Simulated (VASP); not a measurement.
Sc2Ta3O, 6 atoms in the cell. Symmetry: P-4m2, No. 115, tetragonal system. Conventional cell: a = 2.981 Å, b = 2.981 Å, c = 12.346 Å, α = 90.00°, β = 90.00°, γ = 90.00°. Sc (site symmetry 2mm) has 4 Sc at 2.98 Å and 6 Ta at 3.03 to 3.23 Å and 2 O at 3.23 Å within 3.9 Å. Within 3.9 Å of Ta (site symmetry 2mm) lie 8 Ta at 2.98 to 3.08 Å and 4 Sc at 3.03 Å. Ta (site symmetry -4m2) has 4 O at 2.11 Å within 2.8 Å. O (site symmetry -4m2) has 4 Ta at 2.11 Å within 2.8 Å. The cell was generated, and may not be a known phase.

| Quantity | Value |
| --- | --- |
| Program | VASP 6.6.1 |
| Task | relaxation of cell and atoms |
| Functional | PBE |
| Potentials or basis | VASP PAW PBE potentials, release 64 (Sc_sv, Ta_pv, O) |
| Cutoff | 600 eV |
| k mesh | 12 × 12 × 4 |
| Occupations | gaussian, width 0.1 eV |
| Spin | no spin polarisation |
| Dipole correction | no |
| Further INCAR settings | ALGO = Normal; EDIFF = 1e-06; IBRION = 2; EDIFFG = -0.01; NSW = 100; ISIF = 3 |

Potentials or basis: VASP PAW PBE potentials, release 64 (Sc_sv, Ta_pv, O).

The run is started by

```sh
$ cat potpaw_PBE.64/Sc_sv/POTCAR potpaw_PBE.64/Ta_pv/POTCAR potpaw_PBE.64/O/POTCAR > POTCAR
$ mpirun -np 1 vasp_std > vasp.out
```

Hardware: 1 thread of Intel(R) Xeon(R) 6975P-C (Granite Rapids), with other jobs on the host.

**Question.** Estimate the wall time of this run.

**Answer.** Wall time 10 min on 1 thread of Intel(R) Xeon(R) 6975P-C (Granite Rapids) (shared host), peak memory 0.51 GiB. Counts: scf iterations 61, k points 84, ion steps 8.
